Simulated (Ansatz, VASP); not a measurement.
# SnSe2: VASP beside Ansatz

File INCAR:

```
SYSTEM = SnSe2
PREC     = Accurate       ! precision mode
ENCUT    = 520            ! plane-wave cutoff, eV
EDIFF    = 1E-6           ! SCF threshold, eV
ISMEAR   = 1              ! smearing method
SIGMA    = 0.2            ! smearing width, eV
LREAL    = .False.        ! projectors in reciprocal space
LASPH    = .True.         ! aspherical terms in the spheres
NELM     = 80             ! most SCF steps
ALGO     = Normal         ! electronic algorithm
ISIF     = 2              ! what is computed and relaxed
LWAVE    = .False.        ! write WAVECAR
LCHARG   = .False.        ! write CHGCAR
GGA      = PE             ! functional
NBANDS   = 20             ! bands
```

Contents of KPOINTS:

```
regular mesh
0
Gamma
  6 6 6
  0 0 0
```

The input POSCAR:

```
SnSe2
1.0
    1.8950116506      1.0940854866      6.0269119705
   -1.8950116506      1.0940854866      6.0269119705
    0.0000000000     -2.1881709732      6.0269119705
Sn Se
1 2
Direct
   -0.0002292479     -0.0002292479     -0.0002292479
    0.4278747020      0.4278747020      0.4278747020
    0.2390212128      0.2390212128      0.2390212128
```

Input for Ansatz:

```yaml
crystal:
  lattice:
    - [1.8950116506, 1.0940854866, 6.0269119705]
    - [-1.8950116506, 1.0940854866, 6.0269119705]
    - [0.0, -2.1881709732, 6.0269119705]
  atoms:
    - { symbol: Sn, position: [-0.0002292479, -0.0002292479, -0.0002292479] }
    - { symbol: Se, position: [0.427874702, 0.427874702, 0.427874702] }
    - { symbol: Se, position: [0.2390212128, 0.2390212128, 0.2390212128] }
kpoints:
  mp_grid: { grid: [6, 6, 6] }
hamiltonian:
  xc: pbe
scf:
  occupations: { method: methfessel_paxton, width: 0.2 }
  n_extra_bands: 4
output:
  forces: true
  stress: true
  eigenvalues: true
```

Alike in both runs: task single point; functional PBE; k mesh 6 × 6 × 6; occupations methfessel-paxton of order 1, width 0.2 eV; no spin polarisation.

```csv
,VASP,Ansatz
version,VASP 6.6.1,Ansatz 0.2.0
potentials or method,"VASP PAW PBE potentials, release 64 (Sn_d, Se)",plane waves
plane-wave cutoff (eV),520,420
valence electrons in the cell,26,46
```

```tsv
	VASP	Ansatz	Ansatz less VASP
pressure (GPa)	2.8	2.7	-0.06
traceless stress, the component that is largest in VASP (GPa)	-0.91	-0.92	-0.009
rms of the force components (eV/Å)	0.146	0.139	-0.0067
```

Atom by atom the forces differ by 0.007 eV/Å (rms over components). VASP's potentials hold 26 valence electrons a cell and Ansatz's 46, so a difference there can come from the potentials and not from the codes.
